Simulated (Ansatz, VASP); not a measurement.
## Two plane-wave programs on Ge

```xyz
1
Lattice="0.0000 2.1805 2.1805 2.1805 0.0000 2.1805 2.1805 2.1805 0.0000" Properties=species:S:1:pos:R:3 pbc="T T T"
Ge    0.0000    0.0000    0.0000
```

Alike in both runs: task single point; functional PBEsol; k mesh 15 × 15 × 15; occupations fermi-dirac, width 0.1 eV; no spin polarisation.

|  | VASP | Ansatz |
| --- | --- | --- |
| version | VASP 6.6.1 | Ansatz 0.2.0 |
| potentials or method | VASP PAW PBE potentials, release 64 (Ge_d), cutoff 520 eV | plane waves (420 eV) with PAW, scalar-relativistic |
| valence electrons in the cell | 14 | 14 |

```csv
,VASP,Ansatz,Ansatz less VASP
pressure (GPa),-6.3,-6.3,+0.06
```

VASP's potentials were made for PBE, not for PBEsol, and Ansatz warns of the same on its side. With one functional, cell and mesh, what is left measures potentials, basis and numerics.
